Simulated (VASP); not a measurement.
Write the native input for VASP 6.6.1 that does the following.

| Property | Result |
| --- | --- |
| Task | single point |
| Functional | PBE |
| Potentials or basis | VASP PAW PBE potentials, release 64 (In_d, As) |
| Cutoff | 520 eV |
| k mesh | 12 × 12 × 12 |
| Occupations | gaussian, width 0.1 eV |
| Spin | no spin polarisation |
| Dipole correction | no |
| Further INCAR settings | ALGO = Normal; EDIFF = 1e-07; NBANDS = 16 |

The structure of InAs lies in POSCAR:

```
InAs
1.0
    0.0000000000      3.1538291352      3.1538291352
    3.1538291352      0.0000000000      3.1538291352
    3.1538291352      3.1538291352      0.0000000000
In As
1 1
Direct
    0.0000000000      0.0000000000      0.0000000000
    0.2500000000      0.2500000000      0.2500000000
```

This cell differs from its parent crystal: volume scaled by 1.06.

The input as run:

INCAR

```
PREC = Accurate ; ENCUT = 520
EDIFF = 1E-7 ; ISMEAR = 0
SIGMA = 0.1 ; LREAL = False
LASPH = True ; NELM = 60
ALGO = Normal ; ISIF = 2
LWAVE = False ; LCHARG = False
GGA = PE ; NBANDS = 16
```

KPOINTS

```
regular mesh
0
Gamma
  12 12 12
```

Potentials or basis: VASP PAW PBE potentials, release 64 (In_d, As).

Launch:

```bash
$ cat potpaw_PBE.64/In_d/POTCAR potpaw_PBE.64/As/POTCAR > POTCAR
$ mpirun -np 1 vasp_std > vasp.out
```

Results of the run:

```json
{"Pressure": "-2.4 GPa", "Band gap on the k mesh": "zero (filled and empty bands touch)"}
```

Caveat: spin-orbit coupling is left out, which moves the levels of the heavy elements.

Wall time 75 s on 1 thread of Intel(R) Xeon(R) Platinum 8259CL CPU @ 2.50GHz (Skylake/Cascade Lake) (shared host), peak memory 0.24 GiB.
